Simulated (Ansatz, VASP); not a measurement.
**Ti in VASP and in Ansatz**

```
Ti
1.0
     4.40739    0.00000    0.00000
    -2.20369    3.81691    0.00000
     0.00000    0.00000    2.74076
Ti
3
Cartesian
  0.0000 0.0000 0.0000
  0.0000 2.5446 1.3704
  2.2037 1.2723 1.3704
```

Alike in both runs: functional BLYP; dispersion D3(BJ); k mesh 8 × 8 × 11; occupations gaussian, width 0.1 eV; no spin polarisation.

Ansatz relaxed the structure, and its values are those at the end. VASP's run is a single point on that final structure, the one shown.

|  | VASP | Ansatz |
| --- | --- | --- |
| version | VASP 6.6.1 | Ansatz 0.2.0 |
| potentials or method | VASP PAW PBE potentials, release 64 (Ti_sv) | plane waves, PAW |
| plane-wave cutoff (eV) | 520 | 420 |
| valence electrons in the cell | 36 | 36 |

Ansatz gave:

```
pressure (GPa) : 0.0
```

Which values does VASP return?

Pressure (GPa): -0.2.

VASP's potentials were made for PBE, not for BLYP.
